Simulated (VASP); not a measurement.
A run of VASP 6.6.1 is set up as follows.

INCAR

```
PREC = Accurate ; ENCUT = 520
EDIFF = 1E-6 ; ISMEAR = 0
SIGMA = 0.1 ; LREAL = False
LASPH = True ; NELM = 80
ALGO = Normal ; ISIF = 2
LWAVE = False ; LCHARG = True
GGA = PS ; LELF = True
LVHAR = True ; NBANDS = 22
```

KPOINTS

```
Automatic mesh
0
Gamma
  14 14 6
```

File POSCAR:

```
I
1.0
    2.3461162310     -2.0739436896      0.0000000000
    2.3461162310      2.0739436896      0.0000000000
    0.0000000000      0.0000000000      8.2985258248
I
4
Direct
    0.7500021408      0.2499978592      0.1249965929
    0.7499978592      0.2500021408      0.6249965929
    0.2499978592      0.7500021408      0.8750034071
    0.2500021408      0.7499978592      0.3750034071
```

Potentials or basis: VASP PAW PBE potentials, release 64 (I).

Launch:

```bash
$ cat potpaw_PBE.64/I/POTCAR > POTCAR
$ mpirun -np 1 vasp_std > vasp.out
```

Problem. Predict the band gap on the k mesh.

Solution. Zero (bands 14 and 15 overlap by 5.30 eV).

Problem. Predict the pressure.

Solution. 50.1 GPa.

Stress tensor (GPa, compression positive):
```
50.01  0.00  0.00
 0.00 50.08  0.00
 0.00  0.00 50.15
```

Caveat: the cell stands under pressure; the PAW data sets were made with another functional, which shifts forces and pressure a little; spin-orbit coupling is left out, which moves the levels of the heavy elements.
